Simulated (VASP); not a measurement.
# Cu (I4/mmm) in VASP: further runs

Runs on Cu. Level: LDA. Tasks: single point.

Everything below comes from runs of VASP 6.6.1. Logs are shortened: lines on timing, memory, paths and dates and some standing lists are left out, and cuts for length are marked.

### 1 The cell of the first run

The structure is tetragonal, space group I4/mmm (No. 139). Conventional cell: a = 2.895 Å, b = 2.895 Å, c = 2.761 Å, α = 90.00°, β = 90.00°, γ = 90.00°. Within 3.3 Å of Cu (site symmetry 4/mmm) lie 14 Cu at 2.47 to 2.90 Å.

### 2 Single point, LDA

INCAR

```
SYSTEM = Cu
ALGO     = Normal         ! electronic algorithm
EDIFF    = 1E-7           ! SCF threshold, eV
ENCUT    = 520            ! plane-wave cutoff, eV
GGA      = CA             ! functional
ISIF     = 2              ! what is computed and relaxed
ISMEAR   = 1              ! smearing method
LASPH    = .True.         ! aspherical terms in the spheres
LCHARG   = .False.        ! write CHGCAR
LREAL    = .False.        ! projectors in reciprocal space
LWAVE    = .False.        ! write WAVECAR
NBANDS   = 12             ! bands
NELM     = 100            ! most SCF steps
PREC     = Accurate       ! precision mode
SIGMA    = 0.1            ! smearing width, eV
```

KPOINTS

```
k-points
0
Gamma
  14 14 14
  0 0 0
```

POSCAR

```
Cu
1.0
   -1.4475863674      1.4475863674      1.3806527313
    1.4475863674     -1.4475863674      1.3806527313
    1.4475863674      1.4475863674     -1.3806527313
Cu
1
Direct
    0.0000000000      0.0000000000      0.0000000000
```

Potentials or basis: VASP PAW LDA potentials, release 64 (Cu).

Launch:

```
cat potpaw_LDA.64/Cu/POTCAR > POTCAR
mpirun -np 1 vasp_std > vasp.out
```

OUTCAR:

```text
SYSTEM = Cu
   EDIFF = 1E-7
   ENCUT = 520
   GGA = CA
   ISIF = 2
   ISMEAR = 1
   LASPH = .True.
   LREAL = .False.
   NELM = 100
   PREC = Accurate

 ion  position               nearest neighbor table
   1  0.000  0.000  0.000-

  LATTYP: Found a body centered tetragonal cell.
 ALAT       =     2.8951727348
 C/A-ratio  =     0.9537619049

  Lattice vectors:

 A1 = (  -1.4475863674,   1.4475863674,   1.3806527313)
 A2 = (   1.4475863674,  -1.4475863674,   1.3806527313)
 A3 = (   1.4475863674,   1.4475863674,  -1.3806527313)

Analysis of symmetry for initial positions (statically):
=====================================================================
 Subroutine PRICEL returns:
 Original cell was already a primitive cell.

 Routine SETGRP: Setting up the symmetry group for a
 body centered tetragonal supercell.

 Subroutine GETGRP returns: Found 16 space group operations
 (whereof 16 operations were pure point group operations)
 out of a pool of 16 trial point group operations.

The static configuration has the point symmetry D_4h.

Analysis of symmetry for dynamics (positions and initial velocities):
=====================================================================
 Subroutine PRICEL returns:
 Original cell was already a primitive cell.

 Routine SETGRP: Setting up the symmetry group for a
 body centered tetragonal supercell.

 Subroutine GETGRP returns: Found 16 space group operations
 (whereof 16 operations were pure point group operations)
 out of a pool of 16 trial point group operations.

The dynamic configuration has the point symmetry D_4h.

 Subroutine INISYM returns: Found 16 space group operations
 (whereof 16 operations are pure point group operations),
 and found     1 'primitive' translations

----------------------------------------------------------------------------------------

                                     Primitive cell

  volume of cell :      11.5727

  direct lattice vectors                    reciprocal lattice vectors
    -1.447586367  1.447586367  1.380652731     0.000000000  0.345402534  0.362147547
     1.447586367 -1.447586367  1.380652731     0.345402534  0.000000000  0.362147547
     1.447586367  1.447586367 -1.380652731     0.345402534  0.345402534  0.000000000

  length of vectors
     2.469253844  2.469253844  2.469253844     0.500453551  0.500453551  0.488472949

  position of ions in fractional coordinates (direct lattice)
     0.000000000  0.000000000  0.000000000

  ion indices of the primitive-cell ions
   primitive index   ion index
                 1           1

----------------------------------------------------------------------------------------

 KPOINTS: k-points

Automatic generation of k-mesh.
 Grid dimensions read from file:
 generate k-points for:   14   14   14

 Generating k-lattice:

  Cartesian coordinates                     Fractional coordinates (reciprocal lattice)
     0.000000000  0.024671610  0.025867682     0.071428571  0.000000000  0.000000000
     0.024671610  0.000000000  0.025867682     0.000000000  0.071428571  0.000000000
     0.024671610  0.024671610  0.000000000     0.000000000  0.000000000  0.071428571

  Length of vectors
     0.035746682  0.035746682  0.034890925

  Shift w.r.t. Gamma in fractional coordinates (k-lattice)
     0.000000000  0.000000000  0.000000000

 Subroutine IBZKPT returns following result:
 ===========================================

 Found    244 irreducible k-points:

 Following reciprocal coordinates:
            Coordinates               Weight
  0.000000  0.000000  0.000000      1.000000
  0.071429 -0.000000  0.000000      8.000000
  0.142857 -0.000000  0.000000      8.000000
  0.214286 -0.000000  0.000000      8.000000
  0.285714  0.000000  0.000000      8.000000
  0.357143 -0.000000  0.000000      8.000000
[... 16 lines left out ...]
  0.214286  0.142857  0.000000     16.000000
  0.285714  0.142857  0.000000     16.000000
 [... further k-points ...]
   k-points           NKPTS =    244   k-points in BZ     NKDIM =    244   number of bands    NBANDS=     12
   number of dos      NEDOS =    301   number of ions     NIONS =      1
   total plane-waves  NPLWV =   5832
   dimension x,y,z NGX =    18 NGY =   18 NGZ =   18
   dimension x,y,z NGXF=    36 NGYF=   36 NGZF=   36
   ions per type =               1
   NGX,Y,Z   is equivalent  to a cutoff of  12.12, 12.12, 12.12 a.u.
   NGXF,Y,Z  is equivalent  to a cutoff of  24.24, 24.24, 24.24 a.u.
 SYSTEM =  Cu
   PREC   = accura    normal or accurate (medium, high low for compatibility)
   ISTART =      0    job   : 0-new  1-cont  2-samecut
   ICHARG =      2    charge: 1-file 2-atom 10-const
   ISPIN  =      1    spin polarized calculation?
   LNONCOLLINEAR =      F non collinear calculations
   LSORBIT =      F    spin-orbit coupling
   LASPH  =      T    aspherical Exc in radial PAW
   ENCUT  =  520.0 eV  38.22 Ry    6.18 a.u.   4.59  4.59  4.59*2*pi/ulx,y,z
   NELM   =    100;   NELMIN=  2; NELMDL= -5     # of ELM steps
   EDIFF  = 0.1E-06   stopping-criterion for ELM
   LREAL  =      F    real-space projection
   EDIFFG = 0.1E-05   stopping-criterion for IOM
   NSW    =      0    number of steps for IOM
   IBRION =     -1    ionic relax: 0-MD 1-quasi-New 2-CG
   NFREE  =      0    steps in history (QN), initial steepest desc. (CG)
   ISIF   =      2    stress and relaxation
   ISYM   =      2    0-nonsym 1-usesym 2-fastsym
   POTIM  = 0.5000    time-step for ionic-motion
   TEBEG  =    0.0;   TEEND  =   0.0 temperature during run
   PSTRESS=    0.0 pullay stress
   NELECT =      11.0000    total number of electrons
   NUPDOWN=      -1.0000    fix difference up-down
   EMIN   =  10.00;   EMAX   =-10.00  energy-range for DOS
   EFERMI =   0.00;   METHOD = LEGACY
   ISMEAR =     1;   SIGMA  =   0.10  broadening in eV -4-tet -1-fermi 0-gaus
   EFERMI_NEDOS =   21; number of points for ismear=-14 and -15
   IALGO  =     38    algorithm
   IMIX   =      4    mixing-type and parameters
     AMIX     =   0.40;   BMIX     =  1.00
     AMIX_MAG =   1.60;   BMIX_MAG =  1.00
  volume/ion in A,a.u.               =      11.57        78.10
  Fermi-wavevector in a.u.,A,eV,Ry     =   1.609637  3.041773 35.251756  2.590931
  Thomas-Fermi vector in A             =   2.705315
   LORBIT       =      0    0 simple, 1 ext, 2 COOP (PROOUT), +10 PAW based schemes
   GGA     = CA    functional components
   LHFCALC =     F    Hartree Fock is set to
   AEXX    =    0.0000 exact exchange contribution
   IVDW    =     0    specifies the selected vdW correction
   LEPSILON=     F    determine dielectric tensor
   LRPA    =     F    only Hartree local field effects (RPA)
 non-spin polarized calculation
 Methfessel and Paxton  Order N= 1 SIGMA  =   0.10
  energy-cutoff  :      520.00
  volume of cell :       11.57
 maximum number of plane-waves:       329
   NGX =  9   NGY =  9   NGZ =  9

 number of electron      10.9999994 magnetization

 Free energy of the ion-electron system (eV)
  ---------------------------------------------------
  ext. energy  EPLUGINS =         0.00000000
  ---------------------------------------------------
  free energy    TOTEN  =        -4.64483439 eV

  energy without entropy =       -4.64449135  energy(sigma->0) =       -4.64472004

 E-fermi :   7.5950     XC(G=0): -13.2238

 val. band max:        7.5925457780   @ k =   0.2143   0.1429   0.1429
 cond. band min:       7.6088577287   @ k =   0.5000   0.1429   0.0714
 fundamental gap:      0.0163119507
 Fermi energy:         7.5949957286

 k-point     1 :       0.0000    0.0000    0.0000
  band No.  band energies     occupation
      1      -1.9026      2.00000
      2       4.2479      2.00000
      3       4.4412      2.00000
      4       4.4412      2.00000
      5       5.3182      2.00000
      6       5.5284      2.00000
      7      32.4307      0.00000
      8      32.4307      0.00000
      9      33.6856      0.00000
     10      36.0849      0.00000
     11      36.0849      0.00000
     12      36.4532      0.00000

 k-point     2 :       0.0714   -0.0000    0.0000
  band No.  band energies     occupation
      1      -1.6998      2.00000
      2       4.2549      2.00000
      3       4.4360      2.00000
      4       4.4725      2.00000
      5       5.3185      2.00000
      6       5.4997      2.00000
      7      31.0977      0.00000
      8      31.8876      0.00000
      9      32.2446      0.00000
     10      34.1137      0.00000
     11      34.6983      0.00000
     12      35.4519      0.00000

 k-point     3 :       0.1429   -0.0000    0.0000
  band No.  band energies     occupation
      1      -1.1040      2.00000
      2       4.1800      2.00000
      3       4.4078      2.00000
      4       4.6616      2.00000
      5       5.3162      2.00000
      6       5.4502      2.00000
      7      27.4618      0.00000
      8      30.3196      0.00000
      9      30.7495      0.00000
     10      31.9496      0.00000
     11      33.5661      0.00000
     12      35.7790      0.00000
[... 286 lines left out ...]
 k-point    23 :       0.2143    0.1429    0.0000
  band No.  band energies     occupation
      1       1.4951      2.00000
      2       3.9014      2.00000
      3       4.0844      2.00000
      4       5.2456      2.00000
      5       5.6058      2.00000
      6       5.8394      2.00000
      7      20.0892      0.00000
      8      22.3884      0.00000
      9      26.3414      0.00000
     10      31.9826      0.00000
     11      34.9478      0.00000
     12      36.9737      0.00000

 k-point    24 :       0.2857    0.1429    0.0000
  band No.  band energies     occupation
      1       2.3657      2.00000
      2       3.7464      2.00000
      3       4.3175      2.00000
      4       5.2952      2.00000
      5       5.6922      2.00000
      6       6.6166      2.00000
      7      16.6954      0.00000
      8      21.2502      0.00000
      9      25.3717      0.00000
     10      31.5018      0.00000
     11      35.6244      0.00000
     12      37.2364      0.00000

 [... further k-points ...]
[... 5 lines left out ...]
  --------------------------------------------------------------------------------------
  -------------------------------------------------------------------------------------
  Total       -0.5940737     -0.5940737     -0.6439186      0.0000000      0.0000000     -0.0000000
  in kB      -82.2465144    -82.2465144    -89.1472879      0.0000000      0.0000000     -0.0000000
  external PRESSURE =     -84.5467722 kB  Pullay stress =       0.0000000 kB

 VOLUME and BASIS-vectors are now :
 -----------------------------------------------------------------------------
  energy-cutoff  :      520.00
  volume of cell :       11.57
      direct lattice vectors                 reciprocal lattice vectors
    -1.447586367  1.447586367  1.380652731     0.000000000  0.345402534  0.362147547
     1.447586367 -1.447586367  1.380652731     0.345402534  0.000000000  0.362147547
     1.447586367  1.447586367 -1.380652731     0.345402534  0.345402534  0.000000000

 POSITION                                       TOTAL-FORCE (eV/Angst)
 -----------------------------------------------------------------------------------
      0.00000      0.00000      0.00000        -0.000000      0.000000      0.000000
 -----------------------------------------------------------------------------------
    total drift:                                0.000000      0.000000      0.000000

  FREE ENERGIE OF THE ION-ELECTRON SYSTEM (eV)
  ---------------------------------------------------
  free  energy   TOTEN  =        -4.6448343896 eV

  energy  without entropy=       -4.6444913493  energy(sigma->0) =       -4.64472004
```

Wall time 10 s (1 thread of Intel Xeon 6975P-C (Granite Rapids), shared host); peak memory 0.13 GiB.

Results:

```
Free energy : -4.6448 eV
Pressure    : -8.5 GPa
```

### 3 Single point, LDA

This run uses another cell than the first one, of 11.92 Å³/atom, 1.030 times its volume.

INCAR

```
SYSTEM = Cu
PREC = Accurate
ENCUT = 520
EDIFF = 1E-6
ISMEAR = 1
SIGMA = 0.1
LREAL = .FALSE.
LASPH = .TRUE.
NELM = 100
ALGO = Normal
ISIF = 2
LWAVE = .FALSE.
LCHARG = .FALSE.
GGA = CA
NBANDS = 12
```

KPOINTS

```
regular mesh
0
G
  14 14 14
  0 0 0
```

POSCAR

```
Cu
1.0
   -1.4617792957      1.4617792957      1.3941894056
    1.4617792957     -1.4617792957      1.3941894056
    1.4617792957      1.4617792957     -1.3941894056
Cu
1
Direct
    0.0000000000      0.0000000000      0.0000000000
```

Potentials or basis: VASP PAW LDA potentials, release 64 (Cu).

Launch:

```
cat potpaw_LDA.64/Cu/POTCAR > POTCAR
mpirun -np 1 vasp_std > vasp.out
```

Run time: 12 s. Hardware: 1 thread of Intel Xeon 6975P-C (Granite Rapids), shared host; peak memory 0.14 GiB.

The run converged. Its results:

- Free energy: -4.6227 eV
- Pressure: -12.2 GPa

Stress tensor (GPa, compression positive):
```
-12.01   0.00   0.00
  0.00 -12.01   0.00
  0.00   0.00 -12.64
```

Levels at points of the mesh, in eV from the Fermi level:
```csv
k point,band 2,band 3,band 4,band 5,band 6,band 7,band 8,band 9,band 10,band 11
"(0.00, 0.00, 0.00)",-3.24,-3.05,-3.05,-2.21,-2.01,24.56,24.56,25.81,27.85,27.85
"(0.50, 0.00, 0.00)",-3.89,-2.13,-1.92,-1.38,-0.41,4.46,16.87,17.05,20.94,23.78
"(0.50, 0.50, 0.00)",-3.66,-2.29,-2.04,-1.41,-0.76,3.94,18.24,18.31,22.08,24.86
"(0.50, 0.50, 0.50)",-4.58,-1.57,-1.57,-1.52,7.53,7.53,9.32,13.20,13.71,16.04
```

(Continued in part 2 of 2.)
